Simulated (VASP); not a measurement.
# Si2Ni (Fm-3m) in VASP: further runs

Si2Ni is run at these levels: LDA; tasks: single point.

Everything below comes from runs of VASP 6.6.1. Logs are shortened: lines on timing, memory, paths and dates and some standing lists are left out, and cuts for length are marked.

## (1) The cell of the first run

Symmetry: Fm-3m, No. 225, cubic system. The conventional cell has a = 5.557 Å, b = 5.557 Å, c = 5.557 Å, α = 90.00°, β = 90.00°, γ = 90.00°. Within 3.2 Å of Si (site symmetry -43m) lie 4 Ni at 2.41 Å and 6 Si at 2.78 Å. Ni (site symmetry m-3m) has 8 Si at 2.41 Å within 3.2 Å.

## (2) Single point, LDA, collinear spin, ferromagnetic start

File INCAR:

```
  PREC = Accurate
  ENCUT = 520
  EDIFF = 1E-7
  ISMEAR = 0
  SIGMA = 0.15
  LREAL = False
  LASPH = True
  NELM = 150
  ALGO = Normal
  ISIF = 2
  LWAVE = False
  LCHARG = False
  ISPIN = 2
  MAGMOM = 0 0 0.25
  LORBIT = 11
  NUPDOWN = 0.25
  LMAXMIX = 4
  NBANDS = 20
```

File KPOINTS:

```
Automatic mesh
0
Gamma
  14 14 14
```

File POSCAR:

```
Si2Ni
1.0
    0.0000000000      2.7784916684      2.7784916684
    2.7784916684      0.0000000000      2.7784916684
    2.7784916684      2.7784916684      0.0000000000
Si Ni
2 1
Direct
    0.2500000000      0.2500000000      0.2500000000
    0.7500000000      0.7500000000      0.7500000000
    0.0000000000      0.0000000000      0.0000000000
```

Potentials or basis: VASP PAW LDA potentials, release 64 (Si, Ni).

On the command line:

```
> cat potpaw_LDA.64/Si/POTCAR potpaw_LDA.64/Ni/POTCAR > POTCAR
> mpirun -np 1 vasp_std > vasp.out
```

OUTCAR:

```text
PREC = Accurate
   ENCUT = 520
   EDIFF = 1E-7
   ISMEAR = 0
   LREAL = False
   LASPH = True
   NELM = 150
   ISIF = 2
   ISPIN = 2
   LORBIT = 11
   NUPDOWN = 0.25

 ion  position               nearest neighbor table
   1  0.250  0.250  0.250-   3 2.41   3 2.41   3 2.41   3 2.41   2 2.78   2 2.78   2 2.78   2 2.78
                             2 2.78   2 2.78
   2  0.750  0.750  0.750-   3 2.41   3 2.41   3 2.41   3 2.41   1 2.78   1 2.78   1 2.78   1 2.78
                             1 2.78   1 2.78
   3  0.000  0.000  0.000-   2 2.41   2 2.41   2 2.41   1 2.41   1 2.41   1 2.41   2 2.41   1 2.41

  LATTYP: Found a face centered cubic cell.
 ALAT       =     5.5569833368

  Lattice vectors:

 A1 = (   0.0000000000,   2.7784916684,   2.7784916684)
 A2 = (   2.7784916684,   0.0000000000,   2.7784916684)
 A3 = (   2.7784916684,   2.7784916684,   0.0000000000)

Analysis of symmetry for initial positions (statically):
=====================================================================
 Subroutine PRICEL returns:
 Original cell was already a primitive cell.

 Routine SETGRP: Setting up the symmetry group for a
 face centered cubic supercell.

 Subroutine GETGRP returns: Found 48 space group operations
 (whereof 48 operations were pure point group operations)
 out of a pool of 48 trial point group operations.

The static configuration has the point symmetry O_h .

Analysis of symmetry for dynamics (positions and initial velocities):
=====================================================================
 Subroutine PRICEL returns:
 Original cell was already a primitive cell.

 Routine SETGRP: Setting up the symmetry group for a
 face centered cubic supercell.

 Subroutine GETGRP returns: Found 48 space group operations
 (whereof 48 operations were pure point group operations)
 out of a pool of 48 trial point group operations.

The dynamic configuration has the point symmetry O_h .

Analysis of structural, dynamic, and magnetic symmetry:
=====================================================================
 Subroutine PRICEL returns:
 Original cell was already a primitive cell.

 Routine SETGRP: Setting up the symmetry group for a
 face centered cubic supercell.

 Subroutine GETGRP returns: Found 48 space group operations
 (whereof 48 operations were pure point group operations)
 out of a pool of 48 trial point group operations.

The overall configuration has the point symmetry O_h .

 Subroutine INISYM returns: Found 48 space group operations
 (whereof 48 operations are pure point group operations),
 and found     1 'primitive' translations

----------------------------------------------------------------------------------------

                                     Primitive cell

  volume of cell :      42.9000

  direct lattice vectors                    reciprocal lattice vectors
     0.000000000  2.778491668  2.778491668    -0.179953752  0.179953752  0.179953752
     2.778491668  0.000000000  2.778491668     0.179953752 -0.179953752  0.179953752
     2.778491668  2.778491668  0.000000000     0.179953752  0.179953752 -0.179953752

  length of vectors
     3.929380600  3.929380600  3.929380600     0.311689041  0.311689041  0.311689041

  position of ions in fractional coordinates (direct lattice)
     0.250000000  0.250000000  0.250000000
     0.750000000  0.750000000  0.750000000
     0.000000000  0.000000000  0.000000000

  ion indices of the primitive-cell ions
   primitive index   ion index
                 1           1
                 2           2
                 3           3

----------------------------------------------------------------------------------------

 KPOINTS: Automatic mesh

Automatic generation of k-mesh.
 Grid dimensions read from file:
 generate k-points for:   14   14   14

 Generating k-lattice:

  Cartesian coordinates                     Fractional coordinates (reciprocal lattice)
    -0.012853839  0.012853839  0.012853839     0.071428571  0.000000000  0.000000000
     0.012853839 -0.012853839  0.012853839     0.000000000  0.071428571  0.000000000
     0.012853839  0.012853839 -0.012853839     0.000000000  0.000000000  0.071428571

  Length of vectors
     0.022263503  0.022263503  0.022263503

  Shift w.r.t. Gamma in fractional coordinates (k-lattice)
     0.000000000  0.000000000  0.000000000

 Subroutine IBZKPT returns following result:
 ===========================================

 Found    104 irreducible k-points:

 Following reciprocal coordinates:
            Coordinates               Weight
  0.000000  0.000000  0.000000      1.000000
  0.071429  0.000000  0.000000      8.000000
  0.142857  0.000000  0.000000      8.000000
  0.214286  0.000000  0.000000      8.000000
  0.285714  0.000000  0.000000      8.000000
  0.357143  0.000000  0.000000      8.000000
[... 16 lines left out ...]
  0.214286  0.142857  0.000000     24.000000
  0.285714  0.142857  0.000000     24.000000
 [... further k-points ...]
   k-points           NKPTS =    104   k-points in BZ     NKDIM =    104   number of bands    NBANDS=     20
   number of dos      NEDOS =    301   number of ions     NIONS =      3
   total plane-waves  NPLWV =  27000
   dimension x,y,z NGX =    30 NGY =   30 NGZ =   30
   dimension x,y,z NGXF=    60 NGYF=   60 NGZF=   60
   ions per type =               2   1
   NGX,Y,Z   is equivalent  to a cutoff of  12.69, 12.69, 12.69 a.u.
   NGXF,Y,Z  is equivalent  to a cutoff of  25.39, 25.39, 25.39 a.u.
 SYSTEM =  unknown system
   PREC   = accura    normal or accurate (medium, high low for compatibility)
   ISTART =      0    job   : 0-new  1-cont  2-samecut
   ICHARG =      2    charge: 1-file 2-atom 10-const
   ISPIN  =      2    spin polarized calculation?
   LNONCOLLINEAR =      F non collinear calculations
   LSORBIT =      F    spin-orbit coupling
   LASPH  =      T    aspherical Exc in radial PAW
   ENCUT  =  520.0 eV  38.22 Ry    6.18 a.u.   7.31  7.31  7.31*2*pi/ulx,y,z
   NELM   =    150;   NELMIN=  2; NELMDL= -5     # of ELM steps
   EDIFF  = 0.1E-06   stopping-criterion for ELM
   LREAL  =      F    real-space projection
   EDIFFG = 0.1E-05   stopping-criterion for IOM
   NSW    =      0    number of steps for IOM
   IBRION =     -1    ionic relax: 0-MD 1-quasi-New 2-CG
   NFREE  =      0    steps in history (QN), initial steepest desc. (CG)
   ISIF   =      2    stress and relaxation
   ISYM   =      2    0-nonsym 1-usesym 2-fastsym
   POTIM  = 0.5000    time-step for ionic-motion
   TEBEG  =    0.0;   TEEND  =   0.0 temperature during run
   PSTRESS=    0.0 pullay stress
   NELECT =      18.0000    total number of electrons
   NUPDOWN=       0.2500    fix difference up-down
   EMIN   =  10.00;   EMAX   =-10.00  energy-range for DOS
   EFERMI =   0.00;   METHOD = LEGACY
   ISMEAR =     0;   SIGMA  =   0.15  broadening in eV -4-tet -1-fermi 0-gaus
   EFERMI_NEDOS =   21; number of points for ismear=-14 and -15
   IALGO  =     38    algorithm
   IMIX   =      4    mixing-type and parameters
     AMIX     =   0.40;   BMIX     =  1.00
     AMIX_MAG =   1.60;   BMIX_MAG =  1.00
  volume/ion in A,a.u.               =      14.30        96.50
  Fermi-wavevector in a.u.,A,eV,Ry     =   1.225594  2.316037 20.437043  1.502080
  Thomas-Fermi vector in A             =   2.360626
   LORBIT       =     11    0 simple, 1 ext, 2 COOP (PROOUT), +10 PAW based schemes
   GGA     = CA    functional components
   LHFCALC =     F    Hartree Fock is set to
   AEXX    =    0.0000 exact exchange contribution
   IVDW    =     0    specifies the selected vdW correction
   LEPSILON=     F    determine dielectric tensor
   LRPA    =     F    only Hartree local field effects (RPA)
 spin polarized calculation
 Gauss-broadening in eV      SIGMA  =   0.15
  energy-cutoff  :      520.00
  volume of cell :       42.90
 maximum number of plane-waves:      1185
 NGX is ok and might be reduce to    30
   NGX = 15   NGY = 15   NGZ = 15

 number of electron      18.0000011 magnetization       0.2500000

 Free energy of the ion-electron system (eV)
  ---------------------------------------------------
  ext. energy  EPLUGINS =         0.00000000
  ---------------------------------------------------
  free energy    TOTEN  =       -19.64837413 eV

  energy without entropy =      -19.63648536  energy(sigma->0) =      -19.64242974

 E-fermi :   8.8356     XC(G=0): -11.3864

 val. band max:        9.2530647396   @ k =   0.4286   0.2143   0.0000
 cond. band min:       8.8709984041   @ k =  -0.4286   0.5000   0.0714
 fundamental gap:     -0.3820663355
 Fermi energy:         9.2803547478

 spin component 1

 k-point     1 :       0.0000    0.0000    0.0000
  band No.  band energies     occupation
      1      -3.9067      1.00000
      2       4.4027      1.00000
      3       4.4027      1.00000
      4       4.4027      1.00000
      5       6.0145      1.00000
      6       6.0145      1.00000
[... 12 lines left out ...]
     19      17.8577      0.00000
     20      20.5831      0.00000
[... 507 lines left out ...]
 k-point    24 :       0.2857    0.1429    0.0000
  band No.  band energies     occupation
      1      -2.8806      1.00000
      2       2.7844      1.00000
      3       4.5552      1.00000
      4       4.5948      1.00000
      5       5.5321      1.00000
      6       6.1221      1.00000
[... 12 lines left out ...]
     19      21.7356      0.00000
     20      23.6276      0.00000

 [... further k-points ...]

 spin component 2

 k-point     1 :       0.0000    0.0000    0.0000
  band No.  band energies     occupation
      1      -3.8558      1.00000
      2       4.4994      1.00000
      3       4.4994      1.00000
      4       4.4994      1.00000
      5       6.1041      1.00000
      6       6.1041      1.00000
[... 12 lines left out ...]
     19      17.8970      0.00000
     20      20.6315      0.00000
[... 507 lines left out ...]
 k-point    24 :       0.2857    0.1429    0.0000
  band No.  band energies     occupation
      1      -2.8292      1.00000
      2       2.8553      1.00000
      3       4.6462      1.00000
      4       4.6886      1.00000
      5       5.6122      1.00000
      6       6.2140      1.00000
[... 12 lines left out ...]
     19      21.7782      0.00000
     20      23.6855      0.00000

 [... further k-points ...]
[... 5 lines left out ...]
  --------------------------------------------------------------------------------------
  -------------------------------------------------------------------------------------
  Total       -3.8200551     -3.8200551     -3.8200551     -0.0000000      0.0000000      0.0000000
  in kB     -142.6667992   -142.6667992   -142.6667992     -0.0000000      0.0000000      0.0000000
  external PRESSURE =    -142.6667992 kB  Pullay stress =       0.0000000 kB

 VOLUME and BASIS-vectors are now :
 -----------------------------------------------------------------------------
  energy-cutoff  :      520.00
  volume of cell :       42.90
      direct lattice vectors                 reciprocal lattice vectors
     0.000000000  2.778491668  2.778491668    -0.179953752  0.179953752  0.179953752
     2.778491668  0.000000000  2.778491668     0.179953752 -0.179953752  0.179953752
     2.778491668  2.778491668  0.000000000     0.179953752  0.179953752 -0.179953752

 POSITION                                       TOTAL-FORCE (eV/Angst)
 -----------------------------------------------------------------------------------
      1.38925      1.38925      1.38925        -0.000000     -0.000000     -0.000000
      4.16774      4.16774      4.16774         0.000000      0.000000      0.000000
      0.00000      0.00000      0.00000         0.000000      0.000000      0.000000
 -----------------------------------------------------------------------------------
    total drift:                                0.000000     -0.000000     -0.000000

  FREE ENERGIE OF THE ION-ELECTRON SYSTEM (eV)
  ---------------------------------------------------
  free  energy   TOTEN  =       -19.6483741265 eV

  energy  without entropy=      -19.6364853626  energy(sigma->0) =      -19.64242974

 total charge

# of ion       s       p       d       tot
------------------------------------------
    1        0.765   0.794   0.000   1.560
    2        0.765   0.794   0.000   1.560
    3        0.525   0.685   8.428   9.639
--------------------------------------------------
tot          2.056   2.274   8.428  12.758

 magnetization (x)

# of ion       s       p       d       tot
------------------------------------------
    1        0.018   0.012   0.000   0.031
    2        0.018   0.012   0.000   0.031
    3        0.001   0.012   0.116   0.129
--------------------------------------------------
tot          0.038   0.036   0.116   0.190
```

Run time: 8.4 min. Hardware: 1 thread of AMD EPYC 7R13, shared host; peak memory 0.22 GiB.

Results:

| Property | Result |
| --- | --- |
| Free energy | -19.6484 eV |
| Pressure | -14.3 GPa |
| Net moment | 0.25 μB per cell |
| Site moments | Si +0.03; Ni +0.13 μB |
| Valence electrons inside the program's atomic spheres | Si 1.56; Ni 9.64 |

Caveat: the total moment is fixed, so each spin has its own Fermi level.

## (3) Single point, LDA, collinear spin, ferromagnetic start

File INCAR:

```
PREC = Accurate ; ENCUT = 520
EDIFF = 1E-7 ; ISMEAR = 0
SIGMA = 0.15 ; LREAL = F
LASPH = T ; NELM = 150
ALGO = Normal ; ISIF = 2
LWAVE = F ; LCHARG = F
ISPIN = 2 ; MAGMOM = 0 0 0.375
LORBIT = 11 ; NUPDOWN = 0.375
LMAXMIX = 4 ; GGA = CA
NBANDS = 20
```

File KPOINTS:

```
regular mesh
0
Gamma
  14 14 14
```

POSCAR is that of step 2.

Potentials or basis: VASP PAW LDA potentials, release 64 (Si, Ni).

On the command line:

```
> cat potpaw_LDA.64/Si/POTCAR potpaw_LDA.64/Ni/POTCAR > POTCAR
> mpirun -np 1 vasp_std > vasp.out
```

It took 7.8 min on 1 thread of AMD EPYC 7R13, shared host; peak memory 0.22 GiB.

It converged, with:

```yaml
Free_energy: -19.6143 eV
Pressure: -14.2 GPa
Net_moment: 0.38 μB per cell
Site_moments: Si +0.05; Ni +0.19 μB
Valence_electrons_inside_the_program's_atomic_spheres: Si 1.56; Ni 9.64
```

Caveat: the total moment is fixed, so each spin has its own Fermi level.

(Continued in part 2 of 2.)
